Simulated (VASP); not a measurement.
Wanted: the native input for a VASP 6.6.1 run.

- Task: single point
- Functional: r2SCAN
- Potentials or basis: VASP PAW PBE potentials, release 64 (Ga_d, Ni)
- Cutoff: 520 eV
- k mesh: 14 × 14 × 14
- Occupations: gaussian, width 0.1 eV
- Spin: no spin polarisation
- Dipole correction: no
- Further INCAR settings: ALGO = Normal; EDIFF = 1e-07; NBANDS = 18

The system is GaNi.

```
Ga Ni
1.0
     2.97077    0.00000    0.00000
     0.00000    2.97077    0.00000
     0.00000    0.00000    2.97077
Ga Ni
1 1
Direct
  0.00000 0.00000 0.00000
  0.50000 0.50000 0.50000
```

This cell differs from its parent crystal: volume scaled by 1.10.

The input as run:

POSCAR

```
GaNi
1.0
    2.9707652187      0.0000000000      0.0000000000
    0.0000000000      2.9707652187      0.0000000000
    0.0000000000      0.0000000000      2.9707652187
Ga Ni
1 1
Direct
    0.0000000000      0.0000000000      0.0000000000
    0.5000000000      0.5000000000      0.5000000000
```

INCAR.step1

```
SYSTEM = GaNi
PREC = Accurate ; ENCUT = 520
ISMEAR = 0 ; SIGMA = 0.1
LREAL = .False. ; LASPH = .True.
NELM = 80 ; NBANDS = 18
GGA = PE ; ALGO = Normal
EDIFF = 1E-4 ; LWAVE = .True.
LCHARG = .False.
```

INCAR.step2

```
SYSTEM = GaNi
PREC = Accurate ; ENCUT = 520
EDIFF = 1E-7 ; ISMEAR = 0
SIGMA = 0.1 ; LREAL = .False.
LASPH = .True. ; NELM = 80
ALGO = Normal ; ISIF = 2
LWAVE = .False. ; LCHARG = .True.
METAGGA = R2SCAN ; LMIXTAU = .True.
LELF = .True. ; LVHAR = .True.
NBANDS = 18 ; ISTART = 1
```

KPOINTS

```
regular mesh
0
Gamma
  14 14 14
  0 0 0
```

Potentials or basis: VASP PAW PBE potentials, release 64 (Ga_d, Ni).

Command:

```console
$ cat potpaw_PBE.64/Ga_d/POTCAR potpaw_PBE.64/Ni/POTCAR > POTCAR
$ cp INCAR.step1 INCAR
$ mpirun -np 1 vasp_std > vasp.out
$ cp INCAR.step2 INCAR
$ mpirun -np 1 vasp_std > vasp.out
```

Results of the run:

* Pressure: -13.2 GPa

Caveat: the PAW data sets were made with another functional, which shifts forces and pressure a little.

Run time: 110 s on 1 thread of Intel(R) Xeon(R) Platinum 8259CL CPU @ 2.50GHz (Skylake/Cascade Lake), with other jobs on the host, peak memory 0.19 GiB.
